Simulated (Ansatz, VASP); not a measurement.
One calculation of SnSe, two programs

POSCAR

```
SnSe
1.0
    0.0000000000      2.9848894956      2.9848894956
    2.9848894956      0.0000000000      2.9848894956
    2.9848894956      2.9848894956      0.0000000000
Sn Se
1 1
Direct
    0.0000000000      0.0000000000      0.0000000000
    0.5000000000      0.5000000000      0.5000000000
```

Contents of INCAR.step1:

```
SYSTEM = SnSe
PREC     = Accurate       ! precision mode
ENCUT    = 550            ! plane-wave cutoff, eV
ISMEAR   = 0              ! smearing method
SIGMA    = 0.01           ! smearing width, eV
LREAL    = .FALSE.        ! projectors in reciprocal space
LASPH    = .TRUE.         ! aspherical terms in the spheres
NELM     = 120            ! most SCF steps
NBANDS   = 17             ! bands
GGA      = PE             ! functional
ALGO     = Normal         ! electronic algorithm
EDIFF    = 1E-5           ! SCF threshold, eV
LWAVE    = .TRUE.         ! write WAVECAR
LCHARG   = .FALSE.        ! write CHGCAR
GGA_COMPAT= .FALSE.
```

Contents of INCAR.step2:

```
SYSTEM = SnSe
PREC     = Accurate       ! precision mode
ENCUT    = 550            ! plane-wave cutoff, eV
EDIFF    = 1E-6           ! SCF threshold, eV
ISMEAR   = 0              ! smearing method
SIGMA    = 0.01           ! smearing width, eV
LREAL    = .FALSE.        ! projectors in reciprocal space
LASPH    = .TRUE.         ! aspherical terms in the spheres
NELM     = 120            ! most SCF steps
ALGO     = Normal         ! electronic algorithm
ISIF     = 2              ! what is computed and relaxed
LWAVE    = .FALSE.        ! write WAVECAR
LCHARG   = .FALSE.        ! write CHGCAR
METAGGA  = R2SCAN         ! meta-GGA
LMIXTAU  = .TRUE.       
NBANDS   = 17             ! bands
ISTART   = 1            
GGA_COMPAT= .FALSE.
```

KPOINTS

```
Automatic mesh
0
G
  6 6 6
  0 0 0
```

Input for Ansatz:

```yaml
crystal:
  lattice:
    - [0.0, 2.9848894956, 2.9848894956]
    - [2.9848894956, 0.0, 2.9848894956]
    - [2.9848894956, 2.9848894956, 0.0]
  atoms:
    - { symbol: Sn, position: [0.0, 0.0, 0.0] }
    - { symbol: Se, position: [0.5, 0.5, 0.5] }
kpoints:
  mp_grid: { grid: [6, 6, 6] }
hamiltonian:
  xc: r2scan
scf:
  occupations: { method: fixed }
output:
  optics:
    e_range: [0, 10]
    de: 0.2
    sigma: 0.25
    scissors: 0
    scheme: fermi_dirac
    bands: scf
  write_density: true
  write_potential: true
  elf: true
  volumetric_format: npy
```

Alike in both runs: task single point; functional r2SCAN; k mesh 6 × 6 × 6; no spin polarisation.

|  | VASP | Ansatz |
| --- | --- | --- |
| version | VASP 6.6.1 | Ansatz 0.2.0 |
| potentials or method | VASP PAW PBE potentials, release 64 (Sn_d, Se) | plane waves, PAW |
| plane-wave cutoff (eV) | 550 | 500 |
| occupations | gaussian, width 0.01 eV | fixed |
| valence electrons in the cell | 20 | 30 |

```tsv
	VASP	Ansatz	Ansatz less VASP
gap on the k mesh at the Fermi level (eV)	0.57	0.57	0.000
```

VASP's potentials were made for PBE, not for r2SCAN. VASP's potentials hold 20 valence electrons a cell and Ansatz's 30, so a difference there can come from the potentials and not from the codes.
